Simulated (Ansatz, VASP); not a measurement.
## One calculation of PbSe, two programs

```xyz
2
Lattice="3.7843 0.0000 0.0000 0.0000 3.7843 0.0000 0.0000 0.0000 3.7843" Properties=species:S:1:pos:R:3 pbc="T T T"
Pb    0.0000    0.0000    0.0000
Se    1.8922    1.8922    1.8922
```

Alike in both runs: task relaxation of cell and atoms; functional revPBE; dispersion D4; k mesh 7 × 7 × 7; occupations fermi-dirac, width 0.05 eV; no spin polarisation.

```csv
,VASP,Ansatz
version,VASP 6.6.1,Ansatz 0.2.0
potentials or method,"VASP PAW PBE potentials, release 64 (Pb_d, Se)",Ansatz PAW
plane-wave cutoff (eV),600,420
valence electrons in the cell,20,30
```

Ansatz gave:

* gap on the k mesh at the Fermi level, each at its own relaxed structure (eV): none
* relaxed volume (Å³/atom): 25.81
* relaxed cell length with the largest relative difference (Å): 3.724

Task: Estimate VASP's values.

Result: gap on the k mesh at the Fermi level, each at its own relaxed structure (eV): none; relaxed volume (Å³/atom): 25.81; relaxed cell length with the largest relative difference (Å): 3.723.

VASP's potentials were made for PBE, not for revPBE. A gap of «none» marks a metal or a gap that the smearing closes. VASP's potentials hold 20 valence electrons a cell and Ansatz's 30, so a difference there can come from the potentials and not from the codes.

Spin-orbit coupling is off throughout. Noted on Ansatz's run: the plane-wave basis is chosen anew once the cell has moved, so the energies of steps on either side of that aren't comparable.
